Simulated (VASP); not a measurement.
# AlP (F-43m) in VASP: a series of runs

AlP is run at these levels: PBE; tasks: single point.

Everything below comes from runs of VASP 6.6.1. Logs are shortened: lines on timing, memory, paths and dates and some standing lists are left out, and cuts for length are marked.

## Step 1: The cell of the first run

Symmetry: F-43m, No. 216, cubic system. Conventional cell: a = 5.313 Å, b = 5.313 Å, c = 5.313 Å, α = 90.00°, β = 90.00°, γ = 90.00°. Al (site symmetry -43m) has 4 P at 2.30 Å within 3.0 Å. Within 3.0 Å of P (site symmetry -43m) lie 4 Al at 2.30 Å.

## Step 2: Single point, PBE

Contents of INCAR:

```
  PREC = Accurate
  ENCUT = 500
  EDIFF = 1E-6
  ISMEAR = 0
  SIGMA = 0.01
  LREAL = False
  LASPH = True
  NELM = 120
  ALGO = Normal
  ISIF = 2
  LWAVE = False
  LCHARG = True
  GGA = PE
  LELF = True
  LVHAR = True
  NBANDS = 11
  GGA_COMPAT = False
```

Contents of KPOINTS:

```
regular mesh
0
Gamma
  4 4 4
```

Contents of POSCAR:

```
AlP
1.0
    0.0000000000      2.6566263788      2.6566263788
    2.6566263788      0.0000000000      2.6566263788
    2.6566263788      2.6566263788      0.0000000000
Al P
1 1
Direct
    0.0000000000      0.0000000000      0.0000000000
    0.2500000000      0.2500000000      0.2500000000
```

Potentials or basis: VASP PAW PBE potentials, release 64 (Al, P).

Launch:

```console
$ cat potpaw_PBE.64/Al/POTCAR potpaw_PBE.64/P/POTCAR > POTCAR
$ mpirun -np 1 vasp_std > vasp.out
```

OUTCAR:

```text
PREC = Accurate
   ENCUT = 500
   EDIFF = 1E-6
   ISMEAR = 0
   LREAL = False
   LASPH = True
   NELM = 120
   ISIF = 2
   GGA = PE

 ion  position               nearest neighbor table
   1  0.000  0.000  0.000-   2 2.30   2 2.30   2 2.30   2 2.30
   2  0.250  0.250  0.250-   1 2.30   1 2.30   1 2.30   1 2.30

  LATTYP: Found a face centered cubic cell.
 ALAT       =     5.3132527576

  Lattice vectors:

 A1 = (   0.0000000000,   2.6566263788,   2.6566263788)
 A2 = (   2.6566263788,   0.0000000000,   2.6566263788)
 A3 = (   2.6566263788,   2.6566263788,   0.0000000000)

Analysis of symmetry for initial positions (statically):
=====================================================================
 Subroutine PRICEL returns:
 Original cell was already a primitive cell.

 Routine SETGRP: Setting up the symmetry group for a
 face centered cubic supercell.

 Subroutine GETGRP returns: Found 24 space group operations
 (whereof 24 operations were pure point group operations)
 out of a pool of 48 trial point group operations.

The static configuration has the point symmetry T_d .

Analysis of symmetry for dynamics (positions and initial velocities):
=====================================================================
 Subroutine PRICEL returns:
 Original cell was already a primitive cell.

 Routine SETGRP: Setting up the symmetry group for a
 face centered cubic supercell.

 Subroutine GETGRP returns: Found 24 space group operations
 (whereof 24 operations were pure point group operations)
 out of a pool of 48 trial point group operations.

The dynamic configuration has the point symmetry T_d .

 Subroutine INISYM returns: Found 24 space group operations
 (whereof 24 operations are pure point group operations),
 and found     1 'primitive' translations

----------------------------------------------------------------------------------------

                                     Primitive cell

  volume of cell :      37.4992

  direct lattice vectors                    reciprocal lattice vectors
     0.000000000  2.656626379  2.656626379    -0.188208626  0.188208626  0.188208626
     2.656626379  0.000000000  2.656626379     0.188208626 -0.188208626  0.188208626
     2.656626379  2.656626379  0.000000000     0.188208626  0.188208626 -0.188208626

  length of vectors
     3.757037055  3.757037055  3.757037055     0.325986902  0.325986902  0.325986902

  position of ions in fractional coordinates (direct lattice)
     0.000000000  0.000000000  0.000000000
     0.250000000  0.250000000  0.250000000

  ion indices of the primitive-cell ions
   primitive index   ion index
                 1           1
                 2           2

----------------------------------------------------------------------------------------

 KPOINTS: regular mesh

Automatic generation of k-mesh.
 Grid dimensions read from file:
 generate k-points for:    4    4    4

 Generating k-lattice:

  Cartesian coordinates                     Fractional coordinates (reciprocal lattice)
    -0.047052156  0.047052156  0.047052156     0.250000000  0.000000000  0.000000000
     0.047052156 -0.047052156  0.047052156     0.000000000  0.250000000  0.000000000
     0.047052156  0.047052156 -0.047052156     0.000000000  0.000000000  0.250000000

  Length of vectors
     0.081496726  0.081496726  0.081496726

  Shift w.r.t. Gamma in fractional coordinates (k-lattice)
     0.000000000  0.000000000  0.000000000

 Subroutine IBZKPT returns following result:
 ===========================================

 Found      8 irreducible k-points:

 Following reciprocal coordinates:
            Coordinates               Weight
  0.000000  0.000000  0.000000      1.000000
  0.250000  0.000000  0.000000      8.000000
  0.500000  0.000000  0.000000      4.000000
  0.250000  0.250000  0.000000      6.000000
  0.500000  0.250000  0.000000     24.000000
 -0.250000  0.250000  0.000000     12.000000
  0.500000  0.500000  0.000000      3.000000
 -0.250000  0.500000  0.250000      6.000000
   k-points           NKPTS =      8   k-points in BZ     NKDIM =      8   number of bands    NBANDS=     11
   number of dos      NEDOS =    301   number of ions     NIONS =      2
   total plane-waves  NPLWV =  21952
   dimension x,y,z NGX =    28 NGY =   28 NGZ =   28
   dimension x,y,z NGXF=    56 NGYF=   56 NGZF=   56
   ions per type =               1   1
   NGX,Y,Z   is equivalent  to a cutoff of  12.39, 12.39, 12.39 a.u.
   NGXF,Y,Z  is equivalent  to a cutoff of  24.78, 24.78, 24.78 a.u.
 SYSTEM =  unknown system
   PREC   = accura    normal or accurate (medium, high low for compatibility)
   ISTART =      0    job   : 0-new  1-cont  2-samecut
   ICHARG =      2    charge: 1-file 2-atom 10-const
   ISPIN  =      1    spin polarized calculation?
   LNONCOLLINEAR =      F non collinear calculations
   LSORBIT =      F    spin-orbit coupling
   LASPH  =      T    aspherical Exc in radial PAW
   ENCUT  =  500.0 eV  36.75 Ry    6.06 a.u.   6.85  6.85  6.85*2*pi/ulx,y,z
   NELM   =    120;   NELMIN=  2; NELMDL= -5     # of ELM steps
   EDIFF  = 0.1E-05   stopping-criterion for ELM
   LREAL  =      F    real-space projection
   EDIFFG = 0.1E-04   stopping-criterion for IOM
   NSW    =      0    number of steps for IOM
   IBRION =     -1    ionic relax: 0-MD 1-quasi-New 2-CG
   NFREE  =      0    steps in history (QN), initial steepest desc. (CG)
   ISIF   =      2    stress and relaxation
   ISYM   =      2    0-nonsym 1-usesym 2-fastsym
   POTIM  = 0.5000    time-step for ionic-motion
   TEBEG  =    0.0;   TEEND  =   0.0 temperature during run
   PSTRESS=    0.0 pullay stress
   NELECT =       8.0000    total number of electrons
   NUPDOWN=      -1.0000    fix difference up-down
   EMIN   =  10.00;   EMAX   =-10.00  energy-range for DOS
   EFERMI =   0.00;   METHOD = LEGACY
   ISMEAR =     0;   SIGMA  =   0.01  broadening in eV -4-tet -1-fermi 0-gaus
   EFERMI_NEDOS =   21; number of points for ismear=-14 and -15
   IALGO  =     38    algorithm
   IMIX   =      4    mixing-type and parameters
     AMIX     =   0.40;   BMIX     =  1.00
     AMIX_MAG =   1.60;   BMIX_MAG =  1.00
  volume/ion in A,a.u.               =      18.75       126.53
  Fermi-wavevector in a.u.,A,eV,Ry     =   0.978208  1.848544 13.019279  0.956890
  Thomas-Fermi vector in A             =   2.108965
   LORBIT       =      0    0 simple, 1 ext, 2 COOP (PROOUT), +10 PAW based schemes
   GGA     = PE    functional components
   LHFCALC =     F    Hartree Fock is set to
   AEXX    =    0.0000 exact exchange contribution
   IVDW    =     0    specifies the selected vdW correction
   LEPSILON=     F    determine dielectric tensor
   LRPA    =     F    only Hartree local field effects (RPA)
 non-spin polarized calculation
 Gauss-broadening in eV      SIGMA  =   0.01
  energy-cutoff  :      500.00
  volume of cell :       37.50
 maximum number of plane-waves:       960
   NGX = 13   NGY = 13   NGZ = 13

 number of electron       8.0000000 magnetization

 Free energy of the ion-electron system (eV)
  ---------------------------------------------------
  ext. energy  EPLUGINS =         0.00000000
  ---------------------------------------------------
  free energy    TOTEN  =       -10.13856347 eV

  energy without entropy =      -10.13856347  energy(sigma->0) =      -10.13856347

 E-fermi :   5.4835     XC(G=0):  -9.5132

 val. band max:        5.3990106399   @ k =   0.0000   0.0000   0.0000
 cond. band min:       6.7771349676   @ k =   0.5000   0.5000   0.0000
 fundamental gap:      1.3781243277
 Fermi energy:         5.4835475921

 k-point     1 :       0.0000    0.0000    0.0000
  band No.  band energies     occupation
      1      -6.6024      2.00000
      2       5.3990      2.00000
      3       5.3990      2.00000
      4       5.3990      2.00000
      5       9.4117      0.00000
      6      10.0462      0.00000
      7      10.0462      0.00000
      8      10.0462      0.00000
      9      14.2993      0.00000
     10      14.2993      0.00000
     11      16.2622      0.00000

 k-point     2 :       0.2500    0.0000    0.0000
  band No.  band energies     occupation
      1      -5.8761      2.00000
      2       2.0595      2.00000
      3       4.9229      2.00000
      4       4.9229      2.00000
      5       9.0322      0.00000
      6      10.6401      0.00000
      7      10.6401      0.00000
      8      12.8795      0.00000
      9      13.7931      0.00000
     10      13.7931      0.00000
     11      16.0978      0.00000

 k-point     3 :       0.5000    0.0000    0.0000
  band No.  band energies     occupation
      1      -4.7061      2.00000
      2      -0.5270      2.00000
      3       4.5843      2.00000
      4       4.5843      2.00000
      5       8.5045      0.00000
      6      10.2041      0.00000
      7      10.2041      0.00000
      8      13.8694      0.00000
      9      17.1760      0.00000
     10      17.1760      0.00000
     11      17.9913      0.00000

 k-point     4 :       0.2500    0.2500    0.0000
  band No.  band energies     occupation
      1      -5.6266      2.00000
      2       2.4546      2.00000
      3       3.9897      2.00000
      4       3.9897      2.00000
      5       8.2419      0.00000
      6       9.5194      0.00000
      7      12.7715      0.00000
      8      12.7715      0.00000
      9      14.0378      0.00000
     10      15.5451      0.00000
     11      19.8487      0.00000

 k-point     5 :       0.5000    0.2500    0.0000
  band No.  band energies     occupation
      1      -4.4168      2.00000
      2       0.2176      2.00000
      3       2.5073      2.00000
      4       3.7162      2.00000
      5       8.1240      0.00000
      6      10.8341      0.00000
      7      12.6977      0.00000
      8      12.7071      0.00000
      9      16.7919      0.00000
     10      17.3263      0.00000
     11      19.2280      0.00000

 k-point     6 :      -0.2500    0.2500    0.0000
  band No.  band energies     occupation
      1      -4.8609      2.00000
      2       0.8423      2.00000
      3       2.3073      2.00000
      4       4.4923      2.00000
      5       9.2307      0.00000
      6      11.7071      0.00000
      7      11.7700      0.00000
      8      12.4734      0.00000
      9      13.0556      0.00000
     10      17.0159      0.00000
     11      19.3021      0.00000

 k-point     7 :       0.5000    0.5000    0.0000
  band No.  band energies     occupation
      1      -3.9519      2.00000
      2      -0.2156      2.00000
      3       3.1143      2.00000
      4       3.1143      2.00000
      5       6.7771      0.00000
      6       7.8041      0.00000
      7      17.1618      0.00000
      8      17.1618      0.00000
      9      17.8168      0.00000
     10      17.8168      0.00000
     11      18.4284      0.00000

 k-point     8 :      -0.2500    0.5000    0.2500
  band No.  band energies     occupation
      1      -3.8875      2.00000
      2       0.2482      2.00000
      3       1.8965      2.00000
      4       2.2910      2.00000
      5       9.7137      0.00000
      6      11.5723      0.00000
      7      11.7224      0.00000
      8      12.0298      0.00000
      9      17.3329      0.00000
     10      17.8011      0.00000
     11      19.3802      0.00000

------------------------ aborting loop because EDIFF is reached ----------------------------------------

  FORCE on cell =-STRESS in cart. coord.  units (eV):
  Direction    XX          YY          ZZ          XY          YZ          ZX
  --------------------------------------------------------------------------------------
  -------------------------------------------------------------------------------------
  Total        2.7093208      2.7093208      2.7093208      0.0000000      0.0000000      0.0000000
  in kB      115.7576153    115.7576153    115.7576153      0.0000000      0.0000000      0.0000000
  external PRESSURE =     115.7576153 kB  Pullay stress =       0.0000000 kB

 VOLUME and BASIS-vectors are now :
 -----------------------------------------------------------------------------
  energy-cutoff  :      500.00
  volume of cell :       37.50
      direct lattice vectors                 reciprocal lattice vectors
     0.000000000  2.656626379  2.656626379    -0.188208626  0.188208626  0.188208626
     2.656626379  0.000000000  2.656626379     0.188208626 -0.188208626  0.188208626
     2.656626379  2.656626379  0.000000000     0.188208626  0.188208626 -0.188208626

 POSITION                                       TOTAL-FORCE (eV/Angst)
 -----------------------------------------------------------------------------------
      0.00000      0.00000      0.00000         0.000000      0.000000      0.000000
      1.32831      1.32831      1.32831        -0.000000     -0.000000     -0.000000
 -----------------------------------------------------------------------------------
    total drift:                                0.000000      0.000000      0.000000

  FREE ENERGIE OF THE ION-ELECTRON SYSTEM (eV)
  ---------------------------------------------------
  free  energy   TOTEN  =       -10.1385634668 eV

  energy  without entropy=      -10.1385634668  energy(sigma->0) =      -10.13856347
```

Run time: 9.1 s. Hardware: 1 thread of Intel Xeon Platinum 8259CL at 2.50GHz (Skylake/Cascade Lake), shared host; peak memory 0.14 GiB.

Results:

```
Free energy            : -10.1386 eV
Pressure               : 11.6 GPa
Band gap on the k mesh : 1.38 eV, indirect (least direct gap 3.66 eV)
```

Caveat: the k points lie up to 0.51 Å⁻¹ apart. A k mesh can miss the band edges.

(Part 1 of 2 ends here.)
